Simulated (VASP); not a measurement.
# Be3C2 (R-3c) in VASP: further runs

Be3C2 is run at these levels: PBE; tasks: single point, relaxation of cell and atoms.

Everything below comes from runs of VASP 6.6.1. Logs are shortened: lines on timing, memory, paths and dates and some standing lists are left out, and cuts for length are marked.

### Step 1. The cell of the first run

The structure is trigonal, space group R-3c (No. 167). Conventional cell: a = 4.973 Å, b = 4.973 Å, c = 9.933 Å, α = 90.00°, β = 90.00°, γ = 120.00°. Within 2.4 Å of Be (site symmetry 2) lie 4 C at 1.84 to 1.86 Å and 6 Be at 2.33 to 2.35 Å. Within 2.2 Å of C (site symmetry 3) lie 1 C at 1.69 Å and 6 Be at 1.84 to 1.86 Å.

### Step 2. Single point, PBE

INCAR reads:

```
PREC = Accurate
ENCUT = 520
EDIFF = 1E-6
ISMEAR = 0
SIGMA = 0.1
LREAL = F
LASPH = T
NELM = 60
ALGO = Normal
ISIF = 2
LWAVE = F
LCHARG = F
GGA = PE
NBANDS = 25
```

KPOINTS reads:

```
Automatic mesh
0
Gamma
  6 6 6
```

POSCAR reads:

```
Be3C2
1.0
    2.4863278475      1.4354820520      3.3110299191
   -2.4863278475      1.4354820520      3.3110299191
    0.0000000000     -2.8709641041      3.3110299191
Be C
6 4
Direct
    0.0785157571      0.4214842429      0.7500000000
    0.7500000000      0.0785157571      0.4214842429
    0.4214842429      0.7500000000      0.0785157571
    0.9214842429      0.5785157571      0.2500000000
    0.2500000000      0.9214842429      0.5785157571
    0.5785157571      0.2500000000      0.9214842429
    0.8348854350      0.8348854350      0.8348854350
    0.6651145650      0.6651145650      0.6651145650
    0.1651145650      0.1651145650      0.1651145650
    0.3348854350      0.3348854350      0.3348854350
```

Potentials or basis: VASP PAW PBE potentials, release 64 (Be, C).

On the command line:

```sh
cat potpaw_PBE.64/Be/POTCAR potpaw_PBE.64/C/POTCAR > POTCAR
mpirun -np 1 vasp_std > vasp.out
```

OUTCAR:

```text
PREC = Accurate
   ENCUT = 520
   EDIFF = 1E-6
   ISMEAR = 0
   LREAL = F
   LASPH = T
   NELM = 60
   ISIF = 2
   GGA = PE

 ion  position               nearest neighbor table
   1  0.079  0.421  0.750-   7 1.84   8 1.84   9 1.86  10 1.86   4 2.33   4 2.33   5 2.35   6 2.35
                             5 2.35   6 2.35
   2  0.750  0.079  0.421-   8 1.84   7 1.84   9 1.86  10 1.86   5 2.33   5 2.33   4 2.35   4 2.35
                             6 2.35   6 2.35
   3  0.421  0.750  0.079-   7 1.84   8 1.84  10 1.86   9 1.86   6 2.33   6 2.33   4 2.35   4 2.35
                             5 2.35   5 2.35
   4  0.921  0.579  0.250-   9 1.84  10 1.84   7 1.86   8 1.86   1 2.33   1 2.33   3 2.35   2 2.35
                             2 2.35   3 2.35
   5  0.250  0.921  0.579-  10 1.84   9 1.84   7 1.86   8 1.86   2 2.33   2 2.33   1 2.35   1 2.35
                             3 2.35   3 2.35
   6  0.579  0.250  0.921-   9 1.84  10 1.84   8 1.86   7 1.86   3 2.33   3 2.33   1 2.35   1 2.35
                             2 2.35   2 2.35
   7  0.835  0.835  0.835-   8 1.69   3 1.84   2 1.84   1 1.84   5 1.86   4 1.86   6 1.86
   8  0.665  0.665  0.665-   7 1.69   2 1.84   3 1.84   1 1.84   6 1.86   4 1.86   5 1.86
   9  0.165  0.165  0.165-  10 1.69   6 1.84   5 1.84   4 1.84   2 1.86   1 1.86   3 1.86
  10  0.335  0.335  0.335-   9 1.69   5 1.84   6 1.84   4 1.84   3 1.86   1 1.86   2 1.86

  LATTYP: Found a trigonal (rhomboedric) cell.
 ALAT       =     4.3823913577
 COS(alpha) =     0.3562392902

  Lattice vectors:

 A1 = (   2.4863278475,   1.4354820520,   3.3110299191)
 A2 = (  -2.4863278475,   1.4354820520,   3.3110299191)
 A3 = (   0.0000000000,  -2.8709641041,   3.3110299191)

Analysis of symmetry for initial positions (statically):
=====================================================================
 Subroutine PRICEL returns:
 Original cell was already a primitive cell.

 Routine SETGRP: Setting up the symmetry group for a
 trigonal (rhombohedral) supercell.

 Subroutine GETGRP returns: Found 12 space group operations
 (whereof  6 operations were pure point group operations)
 out of a pool of 12 trial point group operations.

The static configuration has the point symmetry S_6 .
 The point group associated with its full space group is D_3d.

Analysis of symmetry for dynamics (positions and initial velocities):
=====================================================================
 Subroutine PRICEL returns:
 Original cell was already a primitive cell.

 Routine SETGRP: Setting up the symmetry group for a
 trigonal (rhombohedral) supercell.

 Subroutine GETGRP returns: Found 12 space group operations
 (whereof  6 operations were pure point group operations)
 out of a pool of 12 trial point group operations.

The dynamic configuration has the point symmetry S_6 .
 The point group associated with its full space group is D_3d.

 Subroutine INISYM returns: Found 12 space group operations
 (whereof  6 operations are pure point group operations),
 and found     1 'primitive' translations

----------------------------------------------------------------------------------------

                                     Primitive cell

  volume of cell :      70.9040

  direct lattice vectors                    reciprocal lattice vectors
     2.486327848  1.435482052  3.311029919     0.201099787  0.116105016  0.100673610
    -2.486327848  1.435482052  3.311029919    -0.201099787  0.116105016  0.100673610
     0.000000000 -2.870964104  3.311029919     0.000000000 -0.232210032  0.100673610

  length of vectors
     4.382391358  4.382391358  4.382391358     0.253094201  0.253094201  0.253094201

  position of ions in fractional coordinates (direct lattice)
     0.078515757  0.421484243  0.750000000
     0.750000000  0.078515757  0.421484243
     0.421484243  0.750000000  0.078515757
     0.921484243  0.578515757  0.250000000
     0.250000000  0.921484243  0.578515757
     0.578515757  0.250000000  0.921484243
     0.834885435  0.834885435  0.834885435
     0.665114565  0.665114565  0.665114565
     0.165114565  0.165114565  0.165114565
     0.334885435  0.334885435  0.334885435

  ion indices of the primitive-cell ions
   primitive index   ion index
                 1           1
                 2           2
                 3           3
                 4           4
                 5           5
                 6           6
                 7           7
                 8           8
                 9           9
                10          10

----------------------------------------------------------------------------------------

 KPOINTS: Automatic mesh

Automatic generation of k-mesh.
 Grid dimensions read from file:
 generate k-points for:    6    6    6

 Generating k-lattice:

  Cartesian coordinates                     Fractional coordinates (reciprocal lattice)
     0.033516631  0.019350836  0.016778935     0.166666667 -0.000000000 -0.000000000
    -0.033516631  0.019350836  0.016778935    -0.000000000  0.166666667 -0.000000000
     0.000000000 -0.038701672  0.016778935    -0.000000000 -0.000000000  0.166666667

  Length of vectors
     0.042182367  0.042182367  0.042182367

  Shift w.r.t. Gamma in fractional coordinates (k-lattice)
     0.000000000  0.000000000  0.000000000

 Subroutine IBZKPT returns following result:
 ===========================================

 Found     32 irreducible k-points:

 Following reciprocal coordinates:
            Coordinates               Weight
  0.000000  0.000000  0.000000      1.000000
  0.166667  0.000000 -0.000000      6.000000
  0.333333  0.000000 -0.000000      6.000000
  0.500000  0.000000  0.000000      3.000000
  0.166667  0.166667  0.000000      6.000000
  0.333333  0.166667 -0.000000     12.000000
[... 16 lines left out ...]
  0.500000  0.500000  0.166667      6.000000
 -0.333333  0.500000  0.166667     12.000000
 [... further k-points ...]
   k-points           NKPTS =     32   k-points in BZ     NKDIM =     32   number of bands    NBANDS=     25
   number of dos      NEDOS =    301   number of ions     NIONS =     10
   total plane-waves  NPLWV =  46656
   dimension x,y,z NGX =    36 NGY =   36 NGZ =   36
   dimension x,y,z NGXF=    72 NGYF=   72 NGZF=   72
   ions per type =               6   4
   NGX,Y,Z   is equivalent  to a cutoff of  13.66, 13.66, 13.66 a.u.
   NGXF,Y,Z  is equivalent  to a cutoff of  27.31, 27.31, 27.31 a.u.
 SYSTEM =  unknown system
   PREC   = accura    normal or accurate (medium, high low for compatibility)
   ISTART =      0    job   : 0-new  1-cont  2-samecut
   ICHARG =      2    charge: 1-file 2-atom 10-const
   ISPIN  =      1    spin polarized calculation?
   LNONCOLLINEAR =      F non collinear calculations
   LSORBIT =      F    spin-orbit coupling
   LASPH  =      T    aspherical Exc in radial PAW
   ENCUT  =  520.0 eV  38.22 Ry    6.18 a.u.   8.15  8.15  8.15*2*pi/ulx,y,z
   NELM   =     60;   NELMIN=  2; NELMDL= -5     # of ELM steps
   EDIFF  = 0.1E-05   stopping-criterion for ELM
   LREAL  =      F    real-space projection
   EDIFFG = 0.1E-04   stopping-criterion for IOM
   NSW    =      0    number of steps for IOM
   IBRION =     -1    ionic relax: 0-MD 1-quasi-New 2-CG
   NFREE  =      0    steps in history (QN), initial steepest desc. (CG)
   ISIF   =      2    stress and relaxation
   ISYM   =      2    0-nonsym 1-usesym 2-fastsym
   POTIM  = 0.5000    time-step for ionic-motion
   TEBEG  =    0.0;   TEEND  =   0.0 temperature during run
   PSTRESS=    0.0 pullay stress
   NELECT =      28.0000    total number of electrons
   NUPDOWN=      -1.0000    fix difference up-down
   EMIN   =  10.00;   EMAX   =-10.00  energy-range for DOS
   EFERMI =   0.00;   METHOD = LEGACY
   ISMEAR =     0;   SIGMA  =   0.10  broadening in eV -4-tet -1-fermi 0-gaus
   EFERMI_NEDOS =   21; number of points for ismear=-14 and -15
   IALGO  =     38    algorithm
   IMIX   =      4    mixing-type and parameters
     AMIX     =   0.40;   BMIX     =  1.00
     AMIX_MAG =   1.60;   BMIX_MAG =  1.00
  volume/ion in A,a.u.               =       7.09        47.85
  Fermi-wavevector in a.u.,A,eV,Ry     =   1.201076  2.269705 19.627557  1.442585
  Thomas-Fermi vector in A             =   2.336895
   LORBIT       =      0    0 simple, 1 ext, 2 COOP (PROOUT), +10 PAW based schemes
   GGA     = PE    functional components
   LHFCALC =     F    Hartree Fock is set to
   AEXX    =    0.0000 exact exchange contribution
   IVDW    =     0    specifies the selected vdW correction
   LEPSILON=     F    determine dielectric tensor
   LRPA    =     F    only Hartree local field effects (RPA)
 non-spin polarized calculation
 Gauss-broadening in eV      SIGMA  =   0.10
  energy-cutoff  :      520.00
  volume of cell :       70.90
 maximum number of plane-waves:      1933
 NGX is ok and might be reduce to    36
   NGX = 17   NGY = 17   NGZ = 17

 number of electron      27.9999998 magnetization

 Free energy of the ion-electron system (eV)
  ---------------------------------------------------
  ext. energy  EPLUGINS =         0.00000000
  ---------------------------------------------------
  free energy    TOTEN  =       -57.15000279 eV

  energy without entropy =      -57.14342379  energy(sigma->0) =      -57.14671329

 E-fermi :   7.1294     XC(G=0): -11.3465

 val. band max:        7.0915613748   @ k =   0.5000   0.3333   0.3333
 cond. band min:       7.1663791844   @ k =  -0.3333   0.3333   0.3333
 fundamental gap:      0.0748178096
 Fermi energy:         7.1294341324

 k-point     1 :       0.0000    0.0000    0.0000
  band No.  band energies     occupation
      1      -8.7847      2.00000
      2      -6.2250      2.00000
      3      -2.2492      2.00000
      4      -0.2087      2.00000
      5      -0.2087      2.00000
      6      -0.1908      2.00000
[... 17 lines left out ...]
     24      18.3503      0.00000
     25      19.3069      0.00000

 k-point     2 :       0.1667    0.0000   -0.0000
  band No.  band energies     occupation
      1      -8.6416      2.00000
      2      -6.4212      2.00000
      3      -2.3309      2.00000
      4      -0.8907      2.00000
      5      -0.1527      2.00000
      6       0.1030      2.00000
[... 608 lines left out ...]
 k-point    24 :      -0.3333    0.5000    0.1667
  band No.  band energies     occupation
      1      -7.5272      2.00000
      2      -7.1718      2.00000
      3      -3.6125      2.00000
      4      -2.9329      2.00000
      5      -0.8266      2.00000
      6       0.6826      2.00000
[... 17 lines left out ...]
     24      15.1623      0.00000
     25      17.2489      0.00000

 [... further k-points ...]
[... 5 lines left out ...]
  --------------------------------------------------------------------------------------
  -------------------------------------------------------------------------------------
  Total        0.1845622      0.1845622      0.1341308      0.0000000     -0.0000000      0.0000000
  in kB        4.1704499      4.1704499      3.0308794      0.0000000     -0.0000000      0.0000000
  external PRESSURE =       3.7905930 kB  Pullay stress =       0.0000000 kB

 VOLUME and BASIS-vectors are now :
 -----------------------------------------------------------------------------
  energy-cutoff  :      520.00
  volume of cell :       70.90
      direct lattice vectors                 reciprocal lattice vectors
     2.486327848  1.435482052  3.311029919     0.201099787  0.116105016  0.100673610
    -2.486327848  1.435482052  3.311029919    -0.201099787  0.116105016  0.100673610
     0.000000000 -2.870964104  3.311029919     0.000000000 -0.232210032  0.100673610

 POSITION                                       TOTAL-FORCE (eV/Angst)
 -----------------------------------------------------------------------------------
     -0.85273     -1.43548      4.13879         0.015033     -0.000000      0.000000
      1.66953     -0.02075      4.13879        -0.007516      0.013019      0.000000
     -0.81680      1.45623      4.13879        -0.007516     -0.013019      0.000000
      0.85273      1.43548      5.79430        -0.015033     -0.000000      0.000000
     -1.66953      0.02075      5.79430         0.007516     -0.013019      0.000000
      0.81680     -1.45623      5.79430         0.007516      0.013019      0.000000
      0.00000     -0.00000      8.29299         0.000000     -0.000000      0.016803
      0.00000     -0.00000      6.60664         0.000000      0.000000     -0.016803
      0.00000     -0.00000      1.64010         0.000000      0.000000     -0.016803
      0.00000     -0.00000      3.32645         0.000000     -0.000000      0.016803
 -----------------------------------------------------------------------------------
    total drift:                               -0.000000     -0.000000     -0.000000

  FREE ENERGIE OF THE ION-ELECTRON SYSTEM (eV)
  ---------------------------------------------------
  free  energy   TOTEN  =       -57.1500027881 eV

  energy  without entropy=      -57.1434237941  energy(sigma->0) =      -57.14671329
```

Run time: 71 s. Hardware: 1 thread of Intel Xeon 8259CL, shared host; peak memory 0.21 GiB.

What came out:

- Free energy: -57.1500 eV
- Pressure: 0.4 GPa
- Largest force: 0.017 eV/Å
- Band gap on the k mesh: zero (bands 14 and 15 overlap by 2.11 eV)

Forces on the atoms (eV/Å):
```
Be   0.015  0.000  0.000
Be  -0.008  0.013  0.000
Be  -0.008 -0.013  0.000
Be  -0.015  0.000  0.000
Be   0.008 -0.013  0.000
Be   0.008  0.013  0.000
C    0.000  0.000  0.017
C    0.000  0.000 -0.017
C    0.000  0.000 -0.017
C    0.000  0.000  0.017
```

Stress tensor (GPa, compression positive):
```
0.42 0.00 0.00
0.00 0.42 0.00
0.00 0.00 0.30
```

Levels at points of the mesh, in eV from the Fermi level:
```csv
k point,band 12,band 13,band 14,band 15,band 16,band 17
"(0.00, 0.00, 0.00)",-3.12,-2.58,-2.58,-1.74,4.17,4.17
"(0.50, 0.00, 0.00)",-2.38,-1.35,-1.35,2.36,2.36,5.21
"(0.50, 0.50, 0.00)",-2.35,-1.87,0.38,2.24,2.97,4.27
"(0.50, 0.50, 0.50)",-0.59,-0.59,-0.59,4.27,4.27,5.13
```

### Step 3. Single point, PBE

This run uses another cell than the first one, of 7.71 Å³/atom.

INCAR reads:

```
PREC     = Accurate       # precision mode
ENCUT    = 520            # plane-wave cutoff, eV
EDIFF    = 1E-6           # SCF threshold, eV
ISMEAR   = 0              # smearing method
SIGMA    = 0.1            # smearing width, eV
LREAL    = F              # projectors in reciprocal space
LASPH    = T              # aspherical terms in the spheres
NELM     = 60             # most SCF steps
ALGO     = Normal         # electronic algorithm
ISIF     = 2              # what is computed and relaxed
LWAVE    = F              # write WAVECAR
LCHARG   = T              # write CHGCAR
GGA      = PE             # functional
LELF     = T              # ELF
LVHAR    = T            
NBANDS   = 25             # bands
```

KPOINTS reads:

```
regular mesh
0
Gamma
  6 6 6
```

POSCAR reads:

```
Be3C2
1.0
    2.3042890711      1.3303819154      4.1941521458
   -2.3042890711      1.3303819154      4.1941521458
    0.0000000000     -2.6607638310      4.1941521458
Be C
6 4
Direct
    0.0562500000      0.4437500000      0.7500000000
    0.7500000000      0.0562500000      0.4437500000
    0.4437500000      0.7500000000      0.0562500000
    0.9437500000      0.5562500000      0.2500000000
    0.2500000000      0.9437500000      0.5562500000
    0.5562500000      0.2500000000      0.9437500000
    0.8521800000      0.8521800000      0.8521800000
    0.6478200000      0.6478200000      0.6478200000
    0.1478200000      0.1478200000      0.1478200000
    0.3521800000      0.3521800000      0.3521800000
```

Potentials or basis: VASP PAW PBE potentials, release 64 (Be, C).

On the command line:

```sh
cat potpaw_PBE.64/Be/POTCAR potpaw_PBE.64/C/POTCAR > POTCAR
mpirun -np 1 vasp_std > vasp.out
```

It took 100 s on 1 thread of Intel Xeon 8259CL, shared host; peak memory 0.25 GiB.

Results (log left out):

* Free energy: -53.5060 eV
* Pressure: 1.2 GPa
* Largest force: 0.475 eV/Å
* Band gap on the k mesh: zero (bands 14 and 15 overlap by 0.93 eV)

Forces in eV/Å, atoms in the order of the input:
```
Be  -0.475  0.000  0.000
Be   0.238 -0.412  0.000
Be   0.238  0.412  0.000
Be   0.475  0.000  0.000
Be  -0.238  0.412  0.000
Be  -0.238 -0.412  0.000
C    0.000  0.000  0.220
C    0.000  0.000 -0.220
C    0.000  0.000 -0.220
C    0.000  0.000  0.220
```

Stress tensor (GPa, compression positive):
```
 5.47  0.00  0.00
 0.00  5.47  0.00
 0.00  0.00 -7.31
```

Levels at points of the mesh, in eV from the Fermi level:
| k point | band 11 | band 12 | band 13 | band 14 | band 15 | band 16 | band 17 | band 18 |
| --- | --- | --- | --- | --- | --- | --- | --- | --- |
| (0.00, 0.00, 0.00) | -3.55 | -3.55 | -2.98 | -0.06 | -0.06 | 0.96 | 4.53 | 4.53 |
| (0.50, 0.00, 0.00) | -1.29 | -1.29 | -0.45 | -0.45 | 0.46 | 0.46 | 5.60 | 5.60 |
| (0.50, 0.50, 0.00) | -1.64 | -1.25 | -0.87 | -0.84 | 0.13 | 0.60 | 4.14 | 4.63 |
| (0.50, 0.50, 0.50) | -1.08 | -1.08 | -1.08 | -1.08 | -0.20 | -0.20 | 4.97 | 4.97 |

[end of part 1 of 2]
